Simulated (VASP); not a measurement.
**SiC: single point with PBE**

SiC:

```
Si C
1.0
     0.00000    2.21420    2.21420
     2.21420    0.00000    2.21420
     2.33746    2.33746   -0.12326
Si C
1 1
Cartesian
  0.0000 0.0000 0.0000
  3.4137 3.4137 3.2289
```

```yaml
Program: VASP 6.6.1
Task: single point
Functional: PBE
Potentials_or_basis: VASP PAW PBE potentials, release 64 (Si, C)
Cutoff: 520 eV
k_mesh: 12 × 12 × 12
Occupations: gaussian, width 0.05 eV
Spin: no spin polarisation
Dipole_correction: no
Further_INCAR_settings: ALGO = Normal; EDIFF = 1e-07; NBANDS = 11
```

```
Pressure               : -17.8 GPa
Largest force          : 0.015 eV/Å
Band gap on the k mesh : 1.23 eV, indirect (least direct gap 3.60 eV)
```

Forces on the atoms (eV/Å):
```
Si  -0.009 -0.009  0.009
C    0.009  0.009 -0.009
```

Stress tensor (GPa, compression positive):
```
-17.77  -9.75   9.75
 -9.75 -17.77   9.75
  9.75   9.75 -17.77
```

Levels at points of the mesh, in eV from the valence-band top:
```tsv
k point	band 1	band 2	band 3	band 4	band 5	band 6	band 7	band 8
(0.00, 0.00, 0.00)	-14.59	-0.43	0.00	0.00	3.60	6.39	6.91	6.91
(0.50, 0.00, 0.00)	-11.28	-7.98	-1.29	-1.24	3.71	5.99	6.95	9.14
(0.50, 0.50, 0.00)	-10.16	-7.54	-3.37	-2.71	1.23	3.90	11.83	12.30
(0.00, 0.00, 0.50)	-12.04	-8.04	-0.75	-0.75	5.24	7.15	7.15	9.34
```

Wall time 62 s on 1 thread of Intel Xeon 6975P-C, on a shared host, peak memory 0.17 GiB.

A k mesh can miss the band edges.
